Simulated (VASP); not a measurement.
Write the native input for VASP 6.6.1 that does the following.

* Task: relaxation of cell and atoms
* Functional: PBE
* Potentials or basis: VASP PAW PBE potentials, release 64 (Bi_d, Te, O)
* Cutoff: 600 eV
* k mesh: 3 × 3 × 1
* Occupations: gaussian, width 0.15 eV
* Spin: no spin polarisation
* Dipole correction: no
* Further INCAR settings: ALGO = Normal; EDIFF = 1e-06; IBRION = 2; EDIFFG = -0.08; NSW = 36; ISIF = 3

The structure of Bi2Te2O3 lies in POSCAR:

```
Bi2Te2O3
1.0
    4.1153919500      0.0000000000      0.0000000000
   -2.0576959700      3.5640339700      0.0000000000
    0.0000000000      0.0000000000     10.5335050000
Bi Te O
2 2 3
Direct
    0.3333333300      0.6666666700      0.3379618500
    0.3333333300      0.6666666700      0.6620381500
    0.6666666700      0.3333333300      0.8484727300
    0.6666666700      0.3333333300      0.1515272700
    0.1653738100      0.8346261900      0.0000000000
    0.1653738100      0.3307476200      0.0000000000
    0.6692523800      0.8346261900      0.0000000000
```

The cell was generated, and may not be a known phase.

The input as run:

INCAR

```
PREC     = Accurate       # precision mode
ENCUT    = 600            # plane-wave cutoff, eV
EDIFF    = 1E-6           # SCF threshold, eV
ISMEAR   = 0              # smearing method
SIGMA    = 0.15           # smearing width, eV
LREAL    = F              # projectors in reciprocal space
LASPH    = T              # aspherical terms in the spheres
NELM     = 100            # most SCF steps
ALGO     = Normal         # electronic algorithm
ISIF     = 3              # what is computed and relaxed
LWAVE    = F              # write WAVECAR
LCHARG   = F              # write CHGCAR
GGA      = PE             # functional
IBRION   = 2              # ionic algorithm
NSW      = 36             # ionic steps
EDIFFG   = -0.08          # ionic threshold
```

KPOINTS

```
regular mesh
0
Gamma
  3 3 1
```

Potentials or basis: VASP PAW PBE potentials, release 64 (Bi_d, Te, O).

Command:

```console
$ cat potpaw_PBE.64/Bi_d/POTCAR potpaw_PBE.64/Te/POTCAR potpaw_PBE.64/O/POTCAR > POTCAR
$ mpirun -np 1 vasp_std > vasp.out
```

It gave:

- Relaxed volume: 23.34 Å³/atom
- Relaxed cell: a = 4.624 Å, b = 4.624 Å, c = 8.824 Å, α = 90.00°, β = 90.00°, γ = 120.00°
- Space group after relaxing (to 0.1 Å): P-6m2 (No. 187)
- Energy gained by relaxing: 208.2 meV/atom
- Ionic steps: 20
- Pressure after relaxing: 0.1 GPa
- Largest force after relaxing: 0.020 eV/Å
- Band gap on the k mesh: 0.11 eV (least direct gap 0.73 eV)

Caveat: the k points lie up to 0.71 Å⁻¹ apart in the final cell; the smearing spreads over this small gap; a cell axis changed by over 15 % at a fixed basis, so the end point is rough; spin-orbit coupling is left out, which moves the levels of the heavy elements.

Run time: 12 min on 1 thread of Intel(R) Xeon(R) Platinum 8259CL CPU @ 2.50GHz (Skylake/Cascade Lake), on a shared host, peak memory 0.35 GiB.
